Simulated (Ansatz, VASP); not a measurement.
# Two plane-wave programs on Cu

```xyz
2
Lattice="2.5838 0.0000 0.0000 -1.2919 2.2376 0.0000 0.0000 0.0000 4.1932" Properties=species:S:1:pos:R:3 pbc="T T T"
Cu    1.2919    0.7459    3.1449
Cu    0.0000    1.4918    1.0483
```

Alike in both runs: task single point; functional r2SCAN; k mesh 12 × 12 × 7; occupations fermi-dirac, width 0.05 eV; no spin polarisation.

|  | VASP | Ansatz |
| --- | --- | --- |
| version | VASP 6.6.1 | Ansatz 0.2.0 |
| potentials or method | VASP PAW PBE potentials, release 64 (Cu) | Ansatz PAW |
| plane-wave cutoff (eV) | 520 | 500 |
| valence electrons in the cell | 22 | 38 |

VASP gave:

* gap on the k mesh at the Fermi level (eV): none
* pressure (GPa): -7.2
* traceless stress, the component that is largest in VASP (GPa): -0.03

Estimate Ansatz's values.

gap on the k mesh at the Fermi level (eV): none; pressure (GPa): -7.8; traceless stress, the component that is largest in VASP (GPa): -0.08.

VASP's potentials were made for PBE, not for r2SCAN. A gap of «none» marks a metal or a gap that the smearing closes. VASP's potentials hold 22 valence electrons a cell and Ansatz's 38, so a difference there can come from the potentials and not from the codes.
